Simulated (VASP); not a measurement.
**BPb: relaxation of cell and atoms with PBE**

The system is BPb.

```
B Pb
1.0
     0.00000    2.66612    2.66612
     2.66612    0.00000    2.66612
     2.66612    2.66612    0.00000
B Pb
1 1
Direct
  0.00000 0.00000 0.00000
  0.50000 0.50000 0.50000
```

```yaml
Program: VASP 6.6.1
Task: relaxation of cell and atoms
Functional: PBE
Potentials_or_basis: VASP PAW PBE potentials, release 64 (B, Pb_d)
Cutoff: 600 eV
k_mesh: 18 × 18 × 18
Occupations: gaussian, width 0.1 eV
Spin: no spin polarisation
Dipole_correction: no
Further_INCAR_settings: ALGO = Normal; EDIFF = 1e-06; IBRION = 2; EDIFFG = -0.01; NSW = 100; ISIF = 3
```

```
Relaxed volume                        : 18.14 Å³/atom
Relaxed cell                          : a = 3.716 Å, b = 3.716 Å, c = 3.716 Å, α = 60.00°, β = 60.00°, γ = 60.00°
Space group after relaxing (to 0.1 Å) : Fm-3m (No. 225)
Energy gained by relaxing             : 7.3 meV/atom
Ionic steps                           : 3
Pressure after relaxing               : 0.0 GPa
Band gap on the k mesh                : zero (an odd number of electrons rules out a gap without spin polarisation)
```

Step by step:
| step | energy change (eV) | largest force (eV/Å) | pressure (GPa) | volume (Å³) |
| --- | --- | --- | --- | --- |
| 1 | 0.0000 | 0.0000 | -2.73 | 37.90 |
| 2 | -0.0144 | 0.0000 | 0.22 | 36.16 |
| 3 | -0.0145 | 0.0000 | -0.01 | 36.27 |

Final structure:
```yaml
crystal:
  lattice:
    - [0.00000, 2.62736, 2.62736]
    - [2.62736, 0.00000, 2.62736]
    - [2.62736, 2.62736, 0.00000]
  atoms:
    - { symbol: B, position: [0.00000, 0.00000, 0.00000] }
    - { symbol: Pb, position: [0.50000, 0.50000, 0.50000] }
```

Levels at points of the mesh, in eV from the Fermi level:
```csv
k point,band 5,band 6,band 7,band 8,band 9,band 10,band 11,band 12
"(0.00, 0.00, 0.00)",-16.63,-12.52,0.67,0.67,0.67,1.68,8.61,8.61
"(0.50, 0.00, 0.00)",-16.52,-8.97,-7.65,1.64,1.64,3.70,3.84,3.84
"(0.50, 0.50, 0.00)",-16.47,-7.93,-5.15,-2.87,-1.91,-1.91,5.24,9.80
```

It took 3.3 min on 1 thread of Intel(R) Xeon(R) 6975P-C (Granite Rapids), with other jobs on the host, peak memory 0.27 GiB.

Caveat: spin-orbit coupling is left out, which moves the levels of the heavy elements; an odd number of electrons without spin polarisation forces a metal; a magnetic or distorted state may lie lower.
